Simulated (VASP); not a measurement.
## CoO: relaxation of shape and atoms at fixed volume with PBE+U

Crystal: CoO.

```
CELL_PARAMETERS angstrom
3.39361 0.00000 0.00000
-1.69681 2.93895 0.00000
0.00000 0.00000 5.45924
ATOMIC_POSITIONS crystal
Co 0.00000 0.00000 0.00036
Co 0.33333 0.66667 0.50036
O 0.00000 0.00000 0.37464
O 0.33333 0.66667 0.87464
```

| Item | Value |
| --- | --- |
| Program | VASP 6.6.1 |
| Task | relaxation of shape and atoms at fixed volume |
| Functional | PBE |
| Potentials or basis | VASP PAW PBE potentials, release 64 (Co, O) |
| Cutoff | 600 eV |
| k mesh | 12 × 12 × 6 |
| Occupations | gaussian, width 0.02 eV |
| Spin | collinear spin, antiferromagnetic start |
| Starting moments | [-2.67, 2.67, 0.0, 0.0] μB |
| Hubbard terms | Co d U = 3.32 eV |
| Dipole correction | no |
| Further INCAR settings | ALGO = Normal; EDIFF = 1e-07; IBRION = 2; EDIFFG = -0.01; NSW = 50; ISIF = 4 |

```yaml
Energy_gained_by_relaxing: 0.1 meV/atom
Ionic_steps: 5
Pressure_after_relaxing: -11.2 GPa
Band_gap_on_the_k_mesh: 1.18 eV (least direct gap 1.26 eV)
Net_moment: 0.00 μB per cell
Site_moments: Co -2.69, +2.69; O +0.08, -0.08 μB
Valence_electrons_inside_the_program's_atomic_spheres: Co 7.73; O 4.96
```

The path:
| step | energy change (eV) | largest force (eV/Å) | pressure (GPa) | volume (Å³) |
| --- | --- | --- | --- | --- |
| 1 | 0.0000 | 0.0152 | -11.25 | 54.45 |
| 2 | -0.0001 | 0.0135 | -11.25 | 54.45 |
| 3 | -0.0003 | 0.0105 | -11.23 | 54.45 |
| 4 | -0.0003 | 0.0101 | -11.24 | 54.45 |
| 5 | -0.0003 | 0.0013 | -11.24 | 54.45 |

Final structure:
```cif
data_structure
_symmetry_space_group_name_H-M 'P 1'
_symmetry_Int_Tables_number 1
_cell_length_a 3.3986
_cell_length_b 3.3986
_cell_length_c 5.4432
_cell_angle_alpha 90.000
_cell_angle_beta 90.000
_cell_angle_gamma 120.000
_cell_volume 54.45
loop_
_atom_site_label
_atom_site_type_symbol
_atom_site_fract_x
_atom_site_fract_y
_atom_site_fract_z
_atom_site_occupancy
Co1 Co 0.00000 0.00000 0.99980 1
Co2 Co 0.33333 0.66667 0.49980 1
O1 O 0.00000 0.00000 0.37520 1
O2 O 0.33333 0.66667 0.87520 1
```

Levels at points of the mesh, in eV from the valence-band top:
Spin up:
```tsv
k point	band 13	band 14	band 15	band 16	band 17	band 18
(0.00, 0.00, 0.00)	-1.05	-0.09	-0.09	1.18	3.43	3.95
(0.50, 0.00, 0.00)	-1.50	-0.62	-0.25	2.42	2.88	3.41
(0.00, 0.00, 0.50)	-1.28	0.00	0.00	2.90	3.42	3.91
(0.50, 0.00, 0.50)	-1.16	-0.68	-0.57	2.48	3.19	3.37
```
Spin down:
```tsv
k point	band 13	band 14	band 15	band 16	band 17	band 18
(0.00, 0.00, 0.00)	-1.05	-0.09	-0.09	1.18	3.43	3.95
(0.50, 0.00, 0.00)	-1.50	-0.62	-0.25	2.42	2.88	3.41
(0.00, 0.00, 0.50)	-1.28	0.00	0.00	2.90	3.42	3.91
(0.50, 0.00, 0.50)	-1.16	-0.68	-0.57	2.48	3.19	3.37
```

Eigenvalues of the final occupation matrices:
```
    site  spin  trace               eigenvalues
site 1 d     1   2.23  0.10 0.10 0.12 0.96 0.96
site 1 d     2   4.87  0.97 0.97 0.98 0.98 0.98
site 2 d     1   4.87  0.97 0.97 0.98 0.98 0.98
site 2 d     2   2.23  0.10 0.10 0.12 0.96 0.96
```

It took 20 min on 1 thread of Oxide Virtual Turin-like Processor, with other jobs on the host, peak memory 0.29 GiB.

A k mesh can miss the band edges. The state reached can hang on the start; a lower one may exist.
